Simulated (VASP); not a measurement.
The system is In3GaAs4.

```
In Ga As
1.0
     5.96000    0.00000    0.00000
     0.00000    5.96000    0.00000
     0.00000    0.00000    5.96000
In Ga As
3 1 4
Direct
  0.50000 0.00000 0.50000
  0.00000 0.50000 0.50000
  0.50000 0.50000 0.00000
  0.00000 0.00000 0.00000
  0.76100 0.76100 0.23900
  0.76100 0.23900 0.76100
  0.23900 0.76100 0.76100
  0.23900 0.23900 0.23900
```

```yaml
Program: VASP 6.6.1
Task: relaxation of cell and atoms
Functional: PBE
Potentials_or_basis: VASP PAW PBE potentials, release 64 (In_d, Ga_d, As)
Cutoff: 600 eV
k_mesh: 3 × 3 × 3
Occupations: gaussian, width 0.2 eV
Spin: no spin polarisation
```

At the start: pressure 3.7 GPa; volume 26.46 Å³/atom.

**Question.** Where does the relaxation end?

**Answer.** Over 3 steps the energy falls by 18.6 meV/atom and the volume is 28.17 Å³/atom (+6.5 %); space group P-43m (No. 215, to 0.1 Å) before and after.

Step by step:
| step | energy change (eV) | largest force (eV/Å) | pressure (GPa) | volume (Å³) |
| --- | --- | --- | --- | --- |
| 1 | 0.0000 | 0.0658 | 3.68 | 211.71 |
| 2 | -0.1285 | 0.0794 | -1.17 | 230.91 |
| 3 | -0.1490 | 0.0762 | -0.01 | 225.38 |

Final structure:
```cif
data_structure
_symmetry_space_group_name_H-M 'P 1'
_symmetry_Int_Tables_number 1
_cell_length_a 6.0857
_cell_length_b 6.0857
_cell_length_c 6.0857
_cell_angle_alpha 90.000
_cell_angle_beta 90.000
_cell_angle_gamma 90.000
_cell_volume 225.38
loop_
_atom_site_label
_atom_site_type_symbol
_atom_site_fract_x
_atom_site_fract_y
_atom_site_fract_z
_atom_site_occupancy
In1 In 0.50000 0.00000 0.50000 1
In2 In 0.00000 0.50000 0.50000 1
In3 In 0.50000 0.50000 0.00000 1
Ga1 Ga 0.00000 0.00000 0.00000 1
As1 As 0.76078 0.76078 0.23922 1
As2 As 0.76078 0.23922 0.76078 1
As3 As 0.23922 0.76078 0.76078 1
As4 As 0.23922 0.23922 0.23922 1
```

Caveat: the relaxation stopped at a loose force limit of 0.08 eV/Å, so its end isn't a converged minimum.
